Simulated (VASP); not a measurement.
# CdSe (wurtzite type) (P6_3mc) in VASP: further runs

The runs below take CdSe (wurtzite type) through single point, with PBE.

Everything below comes from runs of VASP 6.6.1. Logs are shortened: lines on timing, memory, paths and dates and some standing lists are left out, and cuts for length are marked.

**1. The cell of the first run**

It takes space group P6_3mc (No. 186, hexagonal). The conventional cell has a = 4.102 Å, b = 4.102 Å, c = 6.767 Å, α = 90.00°, β = 90.00°, γ = 120.00°. Within 3.3 Å of Cd (site symmetry 3m) lie 4 Se at 2.52 Å. Se (site symmetry 3m) has 4 Cd at 2.52 Å within 3.3 Å.

**2. Single point, PBE**

File INCAR:

```
  PREC = Accurate
  ENCUT = 520
  EDIFF = 1E-7
  ISMEAR = -1
  SIGMA = 0.08
  LREAL = False
  LASPH = True
  NELM = 60
  ALGO = Normal
  ISIF = 2
  LWAVE = False
  LCHARG = False
  GGA = PE
  NBANDS = 26
```

File KPOINTS:

```
Automatic mesh
0
Gamma
  9 9 5
```

File POSCAR:

```
CdSe
1.0
    4.1015400739      0.0000000000      0.0000000000
   -2.0507700370      3.5520378987      0.0000000000
    0.0000000000      0.0000000000      6.7671050755
Cd Se
2 2
Direct
    0.3333333333      0.6666666667      0.0018609395
    0.6666666667      0.3333333333      0.5018609395
    0.3333333333      0.6666666667      0.3741390605
    0.6666666667      0.3333333333      0.8741390605
```

Potentials or basis: VASP PAW PBE potentials, release 64 (Cd, Se).

Run with:

```console
cat potpaw_PBE.64/Cd/POTCAR potpaw_PBE.64/Se/POTCAR > POTCAR
mpirun -np 1 vasp_std > vasp.out
```

OUTCAR:

```text
PREC = Accurate
   ENCUT = 520
   EDIFF = 1E-7
   ISMEAR = -1
   LREAL = False
   LASPH = True
   NELM = 60
   ISIF = 2
   GGA = PE

 ion  position               nearest neighbor table
   1  0.333  0.667  0.002-   3 2.52   4 2.52   4 2.52   4 2.52
   2  0.667  0.333  0.502-   4 2.52   3 2.52   3 2.52   3 2.52
   3  0.333  0.667  0.374-   1 2.52   2 2.52   2 2.52   2 2.52
   4  0.667  0.333  0.874-   2 2.52   1 2.52   1 2.52   1 2.52

  LATTYP: Found a hexagonal cell.
 ALAT       =     4.1015400739
 C/A-ratio  =     1.6498936871

  Lattice vectors:

 A1 = (   4.1015400739,   0.0000000000,   0.0000000000)
 A2 = (  -2.0507700370,   3.5520378987,   0.0000000000)
 A3 = (   0.0000000000,   0.0000000000,   6.7671050755)

Analysis of symmetry for initial positions (statically):
=====================================================================
 Subroutine PRICEL returns:
 Original cell was already a primitive cell.

 Routine SETGRP: Setting up the symmetry group for a
 hexagonal supercell.

 Subroutine GETGRP returns: Found 12 space group operations
 (whereof  6 operations were pure point group operations)
 out of a pool of 24 trial point group operations.

The static configuration has the point symmetry C_3v.
 The point group associated with its full space group is C_6v.

Analysis of symmetry for dynamics (positions and initial velocities):
=====================================================================
 Subroutine PRICEL returns:
 Original cell was already a primitive cell.

 Routine SETGRP: Setting up the symmetry group for a
 hexagonal supercell.

 Subroutine GETGRP returns: Found 12 space group operations
 (whereof  6 operations were pure point group operations)
 out of a pool of 24 trial point group operations.

The dynamic configuration has the point symmetry C_3v.
 The point group associated with its full space group is C_6v.

 Subroutine INISYM returns: Found 12 space group operations
 (whereof  6 operations are pure point group operations),
 and found     1 'primitive' translations

----------------------------------------------------------------------------------------

                                     Primitive cell

  volume of cell :      98.5888

  direct lattice vectors                    reciprocal lattice vectors
[... 89 lines left out ...]
   ENCUT  =  520.0 eV  38.22 Ry    6.18 a.u.   7.63  7.63 12.58*2*pi/ulx,y,z
   NELM   =     60;   NELMIN=  2; NELMDL= -5     # of ELM steps
   EDIFF  = 0.1E-06   stopping-criterion for ELM
   LREAL  =      F    real-space projection
   EDIFFG = 0.1E-05   stopping-criterion for IOM
   NSW    =      0    number of steps for IOM
   IBRION =     -1    ionic relax: 0-MD 1-quasi-New 2-CG
   NFREE  =      0    steps in history (QN), initial steepest desc. (CG)
   ISIF   =      2    stress and relaxation
   ISYM   =      2    0-nonsym 1-usesym 2-fastsym
   POTIM  = 0.5000    time-step for ionic-motion
   TEBEG  =    0.0;   TEEND  =   0.0 temperature during run
   PSTRESS=    0.0 pullay stress
   NELECT =      36.0000    total number of electrons
   NUPDOWN=      -1.0000    fix difference up-down
   EMIN   =  10.00;   EMAX   =-10.00  energy-range for DOS
   EFERMI =   0.00;   METHOD = LEGACY
   ISMEAR =    -1;   SIGMA  =   0.08  broadening in eV -4-tet -1-fermi 0-gaus
   EFERMI_NEDOS =   21; number of points for ismear=-14 and -15
   IALGO  =     38    algorithm
   IMIX   =      4    mixing-type and parameters
     AMIX     =   0.40;   BMIX     =  1.00
     AMIX_MAG =   1.60;   BMIX_MAG =  1.00
  volume/ion in A,a.u.               =      24.65       166.33
  Fermi-wavevector in a.u.,A,eV,Ry     =   1.170127  2.211220 18.629074  1.369198
  Thomas-Fermi vector in A             =   2.306590
   LORBIT       =      0    0 simple, 1 ext, 2 COOP (PROOUT), +10 PAW based schemes
   GGA     = PE    functional components
   LHFCALC =     F    Hartree Fock is set to
   AEXX    =    0.0000 exact exchange contribution
   IVDW    =     0    specifies the selected vdW correction
   LEPSILON=     F    determine dielectric tensor
   LRPA    =     F    only Hartree local field effects (RPA)
 non-spin polarized calculation
  energy-cutoff  :      520.00
  volume of cell :       98.59
 maximum number of plane-waves:      2683
 NGX is ok and might be reduce to    32
   NGX = 15   NGY = 15   NGZ = 25

 number of electron      35.9999993 magnetization

 Free energy of the ion-electron system (eV)
  ---------------------------------------------------
  ext. energy  EPLUGINS =         0.00000000
  ---------------------------------------------------
  free energy    TOTEN  =       -10.25029579 eV

  energy without entropy =      -10.25025185  energy(sigma->0) =      -10.25027382

 E-fermi :   2.6542     XC(G=0):  -9.4988

 val. band max:        2.1182884511   @ k =   0.0000   0.0000   0.0000
 cond. band min:       3.0456779684   @ k =   0.0000   0.0000   0.0000
 fundamental gap:      0.9273895173
 Fermi energy:         2.6542002135

 k-point     1 :       0.0000    0.0000    0.0000
  band No.  band energies     occupation
      1     -11.3480      2.00000
      2     -10.8457      2.00000
      3      -6.3955      2.00000
      4      -6.3664      2.00000
      5      -6.3664      2.00000
      6      -6.2676      2.00000
[... 685 lines left out ...]
     25      11.1617      0.00000
     26      11.1619      0.00000

 [... further k-points ...]

------------------------ aborting loop because EDIFF is reached ----------------------------------------

  FORCE on cell =-STRESS in cart. coord.  units (eV):
  Direction    XX          YY          ZZ          XY          YZ          ZX
  --------------------------------------------------------------------------------------
  -------------------------------------------------------------------------------------
  Total        8.3472624      8.3472624      8.3708335     -0.0000000      0.0000000      0.0000000
  in kB      135.6523055    135.6523055    136.0353618     -0.0000000      0.0000000      0.0000000
  external PRESSURE =     135.7799909 kB  Pullay stress =       0.0000000 kB

 VOLUME and BASIS-vectors are now :
 -----------------------------------------------------------------------------
  energy-cutoff  :      520.00
  volume of cell :       98.59
      direct lattice vectors                 reciprocal lattice vectors
     4.101540074  0.000000000  0.000000000     0.243810857  0.140764264  0.000000000
    -2.050770037  3.552037899  0.000000000     0.000000000  0.281528528  0.000000000
     0.000000000  0.000000000  6.767105075     0.000000000  0.000000000  0.147773677

 POSITION                                       TOTAL-FORCE (eV/Angst)
 -----------------------------------------------------------------------------------
     -0.00000      2.36803      0.01259         0.000000      0.000000      0.001801
      2.05077      1.18401      3.39615         0.000000      0.000000      0.001801
     -0.00000      2.36803      2.53184         0.000000      0.000000     -0.001801
      2.05077      1.18401      5.91539        -0.000000     -0.000000     -0.001801
 -----------------------------------------------------------------------------------
    total drift:                               -0.000000     -0.000000      0.001428

  FREE ENERGIE OF THE ION-ELECTRON SYSTEM (eV)
  ---------------------------------------------------
  free  energy   TOTEN  =       -10.2502957911 eV

  energy  without entropy=      -10.2502518537  energy(sigma->0) =      -10.25027382
```

Wall time 59 s (1 thread of Intel Xeon Platinum 8559C (Emerald Rapids), shared host); peak memory 0.25 GiB.

What came out:

```yaml
Free_energy: -10.2503 eV
Pressure: 13.6 GPa
Band_gap_on_the_k_mesh: 0.93 eV, direct
```

**3. Single point, PBE**

File INCAR:

```
SYSTEM = CdSe
  PREC = Accurate
  ENCUT = 520
  EDIFF = 1E-7
  ISMEAR = -1
  SIGMA = 0.08
  LREAL = .FALSE.
  LASPH = .TRUE.
  NELM = 80
  ALGO = Normal
  ISIF = 2
  LWAVE = .FALSE.
  LCHARG = .TRUE.
  GGA = PE
  LELF = .TRUE.
  LVHAR = .TRUE.
  NBANDS = 26
```

File KPOINTS:

```
Automatic mesh
0
G
  9 9 5
  0 0 0
```

POSCAR is that of step 2.

Potentials or basis: VASP PAW PBE potentials, release 64 (Cd, Se).

Run with:

```console
cat potpaw_PBE.64/Cd/POTCAR potpaw_PBE.64/Se/POTCAR > POTCAR
mpirun -np 1 vasp_std > vasp.out
```

Run time: 65 s. Hardware: 1 thread of Intel Xeon Platinum 8559C (Emerald Rapids), shared host; peak memory 0.25 GiB.

It converged, with:

```yaml
Free_energy: -10.2503 eV
Pressure: 13.6 GPa
Band_gap_on_the_k_mesh: 0.93 eV, direct
```

Levels at points of the mesh, in eV from the valence-band top:
```tsv
k point	band 14	band 15	band 16	band 17	band 18	band 19	band 20	band 21	band 22	band 23
(0.00, 0.00, 0.00)	-0.96	-0.96	-0.12	0.00	0.00	0.93	2.40	5.86	5.86	6.00
```
